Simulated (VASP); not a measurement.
Runs of VASP 6.6.1 on BaTiO3. The structure is that of space group Pm-3m (No. 221), or close to it. The cells are those of the table. 

```tsv
task	potentials or basis	cell	cutoff (eV)	gap on the mesh (eV)	pressure (GPa)
electric field gradients	VASP PAW LDA potentials, release 64 (Ba_sv, Ti_sv, O)	a = 3.927, b = 3.927, c = 4.007 Å, 5 atoms	520	1.68	-0.2
electric field gradients	VASP PAW LDA potentials, release 64 (Ba_sv, Ti_sv, O)	a = 4.047, b = 4.047, c = 4.007 Å, 5 atoms	520	1.59	(a)
single point	VASP PAW LDA potentials, release 64 (Ba_sv, Ti_sv, O)	a = 3.927, b = 3.927, c = 4.007 Å, 5 atoms	520	1.68	-0.2
single point	VASP PAW LDA potentials, release 64 (Ba_sv, Ti_sv, O)	a = 4.128, b = 4.128, c = 4.007 Å, 5 atoms	520	(c)	-15.5
electric field gradients	VASP PAW LDA potentials, release 64 (Ba_sv, Ti_sv, O)	a = 4.128, b = 4.128, c = 4.007 Å, 5 atoms	520	1.48	-15.4
electric field gradients	VASP PAW LDA potentials, release 64 (Ba_sv, Ti_sv, O_h)	a = 4.007, b = 4.007, c = 3.967 Å, 5 atoms	1000	(b)	-5.7
electric field gradients	VASP PAW LDA potentials, release 64 (Ba_sv, Ti_sv, O)	a = 4.087, b = 4.087, c = 4.007 Å, 5 atoms	520	1.54	-13.1
```

Alike in all rows: level LDA; no spin polarisation; k mesh 8 × 8 × 8; smearing fermi-dirac 0.05 eV.

Fill in the values left out.

(a) -10.4; (b) 1.65; (c) 1.49.

Caveats: spin-orbit coupling is left out, which moves the levels of the heavy elements; the cell stands under tension (at least some runs).

A k mesh can miss the band edges, and the runs leave out spin-orbit coupling on Ba.
